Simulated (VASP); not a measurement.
Input of a VASP 6.6.1 run:

Contents of INCAR:

```
SYSTEM = W9C7
PREC = Accurate
ENCUT = 520
EDIFF = 1E-6
ISMEAR = -1
SIGMA = 0.1
LREAL = .FALSE.
LASPH = .TRUE.
NELM = 120
ALGO = Normal
ISIF = 2
LWAVE = .FALSE.
LCHARG = .TRUE.
GGA = PE
LELF = .TRUE.
LVHAR = .TRUE.
NBANDS = 91
GGA_COMPAT = .FALSE.
```

KPOINTS

```
Automatic mesh
0
G
  3 3 3
  0 0 0
```

Contents of POSCAR:

```
W9C7
1.0
    5.8130000045      0.0000000000      0.0000000000
   -2.9065000023      5.0342056761      0.0000000000
    0.0000000000      0.0000000000      5.6732000000
W C
9 7
Direct
   -0.0263488725     -0.0131744362     -0.0154339308
    0.3333333333      0.1666666667      0.2500000000
   -0.0263488725     -0.0131744362      0.5154339308
    0.0000000000      0.5000000000      0.0027243617
    0.0000000000      0.5000000000      0.4972756383
    0.5131744362     -0.0131744362     -0.0154339308
    0.5131744362     -0.0131744362      0.5154339308
    0.5131744362      0.5263488725     -0.0154339308
    0.5131744362      0.5263488725      0.5154339308
    0.3333333333      0.1666666667      0.7500000000
    0.3362660453      0.6681330227      0.2500000000
    0.3174478231      0.6587239115      0.7500000000
    0.8318669773      0.1637339547      0.2500000000
    0.8412760885      0.1825521769      0.7500000000
    0.8318669773      0.6681330227      0.2500000000
    0.8412760885      0.6587239115      0.7500000000
```

Potentials or basis: VASP PAW PBE potentials, release 64 (W_sv, C).

Launch:

```bash
$ cat potpaw_PBE.64/W_sv/POTCAR potpaw_PBE.64/C/POTCAR > POTCAR
$ mpirun -np 1 vasp_std > vasp.out
```

**Question.** Estimate the largest force.

**Answer.** 0.108 eV/Å.

**Question.** Predict the band gap on the k mesh.

**Answer.** Zero (bands 77 and 78 overlap by 0.45 eV).

**Question.** What does it give for the pressure?

**Answer.** 51.7 GPa.

Stress tensor (GPa, compression positive):
```
50.21  0.00  0.00
 0.00 50.21  0.00
 0.00  0.00 54.56
```

Caveat: the k points lie up to 0.42 Å⁻¹ apart; spin-orbit coupling is left out, which moves the levels of the heavy elements.
